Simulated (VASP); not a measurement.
A run of VASP 6.6.1 is set up as follows.

File INCAR:

```
  PREC = Accurate
  ENCUT = 600
  EDIFF = 1E-6
  ISMEAR = 0
  SIGMA = 0.1
  LREAL = F
  LASPH = T
  NELM = 150
  ALGO = Normal
  ISIF = 3
  LWAVE = F
  LCHARG = F
  ISPIN = 2
  MAGMOM = 0 0 2.4
  LORBIT = 11
  LMAXMIX = 4
  GGA = PE
  IBRION = 2
  NSW = 90
  EDIFFG = -0.04
```

KPOINTS

```
Automatic mesh
0
Gamma
  6 6 6
```

Contents of POSCAR:

```
Li2V
1.0
   -1.8132495684      1.8132495684      2.9739157446
    1.8132495684     -1.8132495684      2.9739157446
    1.8132495684      1.8132495684     -2.9739157446
Li V
2 1
Direct
    0.5930000000      0.5930000000      0.0000000000
    0.4070000000      0.4070000000      0.0000000000
    0.0000000000      0.0000000000      0.0000000000
```

Potentials or basis: VASP PAW PBE potentials, release 64 (Li_sv, V_sv).

Command:

```console
$ cat potpaw_PBE.64/Li_sv/POTCAR potpaw_PBE.64/V_sv/POTCAR > POTCAR
$ mpirun -np 1 vasp_std > vasp.out
```

(1) Predict the relaxed cell.

(2) Predict the site moments.

(3) What does it give for the space group after relaxing (to 0.1 Å)?

## Answers

(1) a = 4.821 Å, b = 4.821 Å, c = 4.821 Å, α = 138.72°, β = 138.72°, γ = 59.81°.

(2) Li +0.01; V +2.86 μB.

(3) I4/mmm (No. 139).
